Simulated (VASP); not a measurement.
# Si (a cell with a defect) in VASP: notebook, part 2 of 2

VASP 6.6.1. The steps go on from the part before.

## Step 3: Single point, LDA

Contents of INCAR:

```
SYSTEM = Si
PREC = Accurate ; ENCUT = 520
EDIFF = 1E-6 ; ISMEAR = 0
SIGMA = 0.05 ; LREAL = Auto
LASPH = .True. ; NELM = 100
ALGO = Normal ; ISIF = 2
LWAVE = .False. ; LCHARG = .False.
GGA = CA ; NBANDS = 48
```

Contents of KPOINTS:

```
regular mesh
0
Gamma
  2 2 2
  0 0 0
```

Contents of POSCAR:

```
Si
1.0
    0.0000000000      5.4300000000      5.4300000000
    5.4300000000      0.0000000000      5.4300000000
    5.4300000000      5.4300000000      0.0000000000
Si
17
Direct
    0.0002324002      0.0005085665      0.0002368159
    0.1234237967      0.1234860798      0.1234249037
   -0.0031314747     -0.0030722665      0.5034379281
    0.1230538424      0.1232037151      0.6310029680
   -0.0031077835      0.5035365682     -0.0031069731
    0.1230335340      0.6313030646      0.1230357721
   -0.0032390650      0.5033881634      0.5032031335
    0.1260944469      0.6247682395      0.6247065450
    0.5034365217     -0.0030727228     -0.0031310515
    0.6309986053      0.1232041918      0.1230565433
    0.5031938523     -0.0031083019      0.5031964897
    0.6247026513      0.1261041749      0.6247036472
    0.5032003423      0.5033879684     -0.0032370817
    0.6247055440      0.6247681662      0.1260945652
    0.4999855208      0.4999998504      0.4999858544
    0.6245712814      0.6246971246      0.6245731775
    1.2502223839      0.2505264177      0.2502271428
```

Potentials or basis: VASP PAW LDA potentials, release 64 (Si).

The run is started by

```
cat potpaw_LDA.64/Si/POTCAR > POTCAR
mpirun -np 1 vasp_std > vasp.out
```

It took 73 s on 1 thread of Intel Xeon 6975P-C (Granite Rapids), shared host; peak memory 0.35 GiB.

The run converged. Its results:

* Free energy: -97.5580 eV
* Pressure: 1.7 GPa
* Largest force: 0.032 eV/Å
* Band gap on the k mesh: zero (bands 34 and 35 overlap by 0.24 eV)

Forces on the atoms (eV/Å):
```
Si   0.003  0.001  0.003
Si  -0.015 -0.016 -0.015
Si   0.000 -0.001  0.020
Si   0.006  0.004 -0.002
Si  -0.001  0.018 -0.001
Si   0.003  0.000  0.003
Si  -0.015  0.002  0.000
Si  -0.020  0.018  0.016
Si   0.020 -0.001  0.000
Si  -0.002  0.004  0.006
Si   0.002 -0.013  0.002
Si   0.017 -0.021  0.017
Si   0.000  0.002 -0.015
Si   0.016  0.018 -0.020
Si   0.001  0.000  0.001
Si  -0.016 -0.016 -0.016
Si   0.001  0.002  0.001
```

Levels at points of the mesh, in eV from the Fermi level:
```tsv
k point	band 31	band 32	band 33	band 34	band 35	band 36	band 37	band 38
(0.00, 0.00, 0.00)	-0.76	-0.76	-0.76	-0.22	-0.22	-0.22	0.06	0.06
(0.50, 0.00, 0.00)	-1.51	-1.36	-1.35	-0.34	0.54	0.54	0.88	0.88
(0.00, 0.50, 0.00)	-1.51	-1.36	-1.36	-0.34	0.54	0.54	0.88	0.88
(0.50, 0.50, 0.50)	-1.51	-1.36	-1.36	-0.34	0.54	0.54	0.88	0.89
(0.50, 0.50, 0.00)	-1.95	-1.81	-0.97	0.02	0.73	1.03	1.03	1.14
(0.50, 0.00, 0.50)	-1.95	-1.81	-0.97	0.02	0.73	1.03	1.03	1.14
```

Caveat: the k points lie up to 0.50 Å⁻¹ apart.

## Step 4: Single point, LDA

Contents of INCAR:

```
SYSTEM = Si
  ALGO = Normal
  EDIFF = 1E-6
  ENCUT = 520
  ISIF = 2
  ISMEAR = 0
  LASPH = .TRUE.
  LCHARG = .FALSE.
  LREAL = Auto
  LWAVE = .FALSE.
  NBANDS = 48
  NELM = 100
  PREC = Accurate
  SIGMA = 0.05
```

Contents of KPOINTS:

```
k-points
0
G
  2 2 2
  0 0 0
```

Contents of POSCAR:

```
Si
1.0
    0.0000000000      5.4300000000      5.4300000000
    5.4300000000      0.0000000000      5.4300000000
    5.4300000000      5.4300000000      0.0000000000
Si
17
Direct
   -0.0011306630      0.0002770718     -0.0002212707
    0.1284398711      0.1216988029      0.1211884899
    0.0023287293     -0.0061104972      0.5012138122
    0.1283747698      0.1216902394      0.6273734807
    0.0023198895      0.5017353591     -0.0066187845
    0.1283945672      0.6278678637      0.1211794659
    0.0022195212      0.5016749540      0.5011622468
    0.1253869245      0.6246828729      0.6241775322
    0.5008420810      0.0002807551     -0.0002273481
    0.6252945672      0.1247962247      0.1243794659
    0.5007790976      0.0002450276      0.4979568140
    0.6223059853      0.1217085635      0.6273695212
    0.5008030387      0.4983708103     -0.0002177716
    0.6222970534      0.6278744015      0.1211906077
    0.4945849908      0.5017170350      0.5011936464
    0.6222523020      0.6278425414      0.6273780847
    0.8753923573      0.3746658379      0.3741627072
```

The run is started by

```
cat potpaw_LDA.64/Si/POTCAR > POTCAR
mpirun -np 1 vasp_std > vasp.out
```

Run time: 90 s. Hardware: 1 thread of Intel Xeon 6975P-C (Granite Rapids), shared host; peak memory 0.37 GiB.

Results (log left out):

- Free energy: -97.5583 eV
- Pressure: 1.7 GPa
- Largest force: 0.010 eV/Å
- Band gap on the k mesh: zero (bands 34 and 35 overlap by 0.24 eV)

Forces on the atoms (eV/Å):
```
Si   0.001 -0.001 -0.002
Si   0.003 -0.001  0.000
Si  -0.005  0.005 -0.006
Si  -0.001 -0.002  0.000
Si  -0.006 -0.005  0.005
Si  -0.001  0.000 -0.002
Si   0.004  0.004  0.004
Si   0.004  0.002  0.000
Si   0.001  0.001  0.001
Si   0.002  0.001  0.000
Si  -0.004 -0.003  0.003
Si  -0.001  0.000  0.002
Si  -0.003  0.001 -0.002
Si  -0.002  0.002  0.001
Si   0.004 -0.005 -0.005
Si  -0.002 -0.001  0.001
Si   0.005  0.002  0.001
```

Levels at points of the mesh, in eV from the Fermi level:
| k point | band 32 | band 33 | band 34 | band 35 | band 36 | band 37 |
| --- | --- | --- | --- | --- | --- | --- |
| (0.00, 0.00, 0.00) | -0.76 | -0.76 | -0.22 | -0.22 | -0.22 | 0.06 |
| (0.50, 0.00, 0.00) | -1.36 | -1.36 | -0.34 | 0.54 | 0.54 | 0.88 |
| (0.00, 0.50, 0.00) | -1.36 | -1.36 | -0.34 | 0.54 | 0.54 | 0.88 |
| (0.00, 0.00, 0.50) | -1.36 | -1.36 | -0.34 | 0.54 | 0.54 | 0.88 |
| (0.50, 0.50, 0.50) | -1.36 | -1.36 | -0.34 | 0.54 | 0.54 | 0.88 |
| (0.50, 0.50, 0.00) | -1.81 | -0.97 | 0.02 | 0.72 | 1.03 | 1.03 |
| (0.00, 0.50, 0.50) | -1.81 | -0.97 | 0.02 | 0.72 | 1.03 | 1.03 |
| (0.50, 0.00, 0.50) | -1.81 | -0.97 | 0.02 | 0.72 | 1.03 | 1.03 |

Caveat: the k points lie up to 0.50 Å⁻¹ apart.

## Step 5: Single point, LDA

Contents of INCAR:

```
SYSTEM = Si
ALGO = Normal ; EDIFF = 1E-7
ENCUT = 520 ; GGA = CA
ISIF = 2 ; ISMEAR = 0
LASPH = .True. ; LCHARG = .False.
LREAL = Auto ; LWAVE = .False.
NBANDS = 48 ; NELM = 100
PREC = Accurate ; SIGMA = 0.05
```

Contents of KPOINTS:

```
k-points
0
Gamma
  2 2 2
  0 0 0
```

Contents of POSCAR:

```
Si
1.0
    0.0000000000      5.4300000000      5.4300000000
    5.4300000000      0.0000000000      5.4300000000
    5.4300000000      5.4300000000      0.0000000000
Si
17
Direct
    0.0002324125      0.0005084715      0.0002368324
    0.1234237569      0.1234861878      0.1234248619
   -0.0031314917     -0.0030721915      0.5034379374
    0.1230538674      0.1232037753      0.6310028545
   -0.0031078269      0.5035365562     -0.0031069061
    0.1230335175      0.6313031308      0.1230357274
   -0.0032390424      0.5033882136      0.5032031308
    0.1260943831      0.6247682320      0.6247065378
    0.5034364641     -0.0030727440     -0.0031309392
    0.6309985267      0.1232042357      0.1230565378
    0.5031939227     -0.0031082873      0.5031965009
    0.6247026703      0.1261041436      0.6247035912
    0.5032004604      0.5033879374     -0.0032371087
    0.6247055249      0.6247681400      0.1260946593
    0.4999856354      0.4999998158      0.4999858195
    0.6245711786      0.6246971455      0.6245732044
    1.2502223757      0.2505264273      0.2502271639
```

Potentials or basis: VASP PAW LDA potentials, release 64 (Si).

The run is started by

```
cat potpaw_LDA.64/Si/POTCAR > POTCAR
mpirun -np 1 vasp_std > vasp.out
```

OUTCAR:

```text
SYSTEM = Si
   EDIFF = 1E-7
   ENCUT = 520
   GGA = CA
   ISIF = 2
   ISMEAR = 0
   LASPH = .True.
   LREAL = Auto
   NELM = 100
   PREC = Accurate

 ion  position               nearest neighbor table
   1  0.000  0.001  0.000-   6 2.31  10 2.32   4 2.32   2 2.32
   2  0.123  0.123  0.123-   1 2.32   9 2.38   3 2.38   5 2.38  17 2.39
   3  0.997  0.997  0.503-   8 2.33  12 2.33   2 2.38   4 2.38  17 2.75
   4  0.123  0.123  0.631-   1 2.32   3 2.38  11 2.38   7 2.38  17 2.39
   5  0.997  0.504  0.997-   8 2.33  14 2.33   2 2.38   6 2.38  17 2.75
   6  0.123  0.631  0.123-   1 2.31   5 2.38  13 2.38   7 2.38  17 2.39
   7  0.997  0.503  0.503-  16 2.33   8 2.33   6 2.38   4 2.38  17 2.75
[... 516 lines left out ...]
  in kB       17.4111292     17.4117840     17.4111292      0.0114198      0.0114197      0.0077167
  external PRESSURE =      17.4113475 kB  Pullay stress =       0.0000000 kB

 VOLUME and BASIS-vectors are now :
 -----------------------------------------------------------------------------
  energy-cutoff  :      520.00
  volume of cell :      320.21
      direct lattice vectors                 reciprocal lattice vectors
     0.000000000  5.430000000  5.430000000    -0.092081031  0.092081031  0.092081031
     5.430000000  0.000000000  5.430000000     0.092081031 -0.092081031  0.092081031
     5.430000000  5.430000000  0.000000000     0.092081031  0.092081031 -0.092081031

 POSITION                                       TOTAL-FORCE (eV/Angst)
 -----------------------------------------------------------------------------------
      0.00405      0.00255      0.00402         0.002666      0.001373      0.002666
      1.34073      1.34039      1.34072        -0.015220     -0.016291     -0.015220
      8.14699      8.14666     10.82631        -0.000150     -0.000808      0.020284
      4.09534      4.09453      1.33718         0.005608      0.003894     -0.001917
      8.14733     10.82625      8.14733        -0.001076      0.017798     -0.001076
      4.09606      1.33616      4.09605         0.003276     -0.000267      0.003276
[... 9 lines left out ...]
      6.78354      6.78285      6.78353        -0.016144     -0.016169     -0.016144
      2.71909      2.71744      2.71907         0.001277      0.001994      0.001277
 -----------------------------------------------------------------------------------
    total drift:                               -0.007368      0.001845      0.002414

  FREE ENERGIE OF THE ION-ELECTRON SYSTEM (eV)
  ---------------------------------------------------
  free  energy   TOTEN  =       -97.5580236972 eV

  energy  without entropy=      -97.5472085271  energy(sigma->0) =      -97.55261611
```

stdout:

```text
POSCAR found type information on POSCAR Si
 POSCAR found :  1 types and      17 ions
 scaLAPACK will be used
 LDA part: xc-table for (Slater(with rela. corr.)+CA(PZ))
 , standard interpolation
 POSCAR, INCAR and KPOINTS ok, starting setup
 FFT: planning ... GRIDC
 FFT: planning ... GRID_SOFT
 FFT: planning ... GRID
 WAVECAR not read
 entering main loop
```

It took 2 min on 1 thread of Intel Xeon 6975P-C (Granite Rapids), shared host; peak memory 0.36 GiB.

What came out:

| Quantity | Value |
| --- | --- |
| Free energy | -97.5580 eV |
| Pressure | 1.7 GPa |
| Largest force | 0.032 eV/Å |
| Band gap on the k mesh | zero (bands 34 and 35 overlap by 0.24 eV) |

Forces in eV/Å, atoms in the order of the input:
```
Si   0.003  0.001  0.003
Si  -0.015 -0.016 -0.015
Si   0.000 -0.001  0.020
Si   0.006  0.004 -0.002
Si  -0.001  0.018 -0.001
Si   0.003  0.000  0.003
Si  -0.015  0.002  0.000
Si  -0.020  0.018  0.016
Si   0.020 -0.001  0.000
Si  -0.002  0.004  0.006
Si   0.002 -0.013  0.002
Si   0.017 -0.021  0.017
Si   0.000  0.002 -0.015
Si   0.016  0.018 -0.020
Si   0.001  0.000  0.001
Si  -0.016 -0.016 -0.016
Si   0.001  0.002  0.001
```

Levels at points of the mesh, in eV from the Fermi level:
| k point | band 30 | band 31 | band 32 | band 33 | band 34 | band 35 | band 36 | band 37 | band 38 | band 39 |
| --- | --- | --- | --- | --- | --- | --- | --- | --- | --- | --- |
| (0.00, 0.00, 0.00) | -1.68 | -0.76 | -0.76 | -0.76 | -0.22 | -0.22 | -0.22 | 0.06 | 0.06 | 0.41 |
| (0.50, 0.00, 0.00) | -1.51 | -1.51 | -1.36 | -1.35 | -0.34 | 0.54 | 0.54 | 0.88 | 0.88 | 1.27 |
| (0.00, 0.50, 0.00) | -1.51 | -1.51 | -1.36 | -1.36 | -0.34 | 0.54 | 0.54 | 0.88 | 0.88 | 1.27 |
| (0.50, 0.50, 0.50) | -1.51 | -1.51 | -1.36 | -1.36 | -0.34 | 0.54 | 0.54 | 0.88 | 0.89 | 1.27 |
| (0.50, 0.50, 0.00) | -1.95 | -1.95 | -1.81 | -0.97 | 0.02 | 0.73 | 1.03 | 1.03 | 1.14 | 1.91 |
| (0.50, 0.00, 0.50) | -1.95 | -1.95 | -1.81 | -0.97 | 0.02 | 0.73 | 1.03 | 1.03 | 1.14 | 1.91 |

Caveat: the k points lie up to 0.50 Å⁻¹ apart.
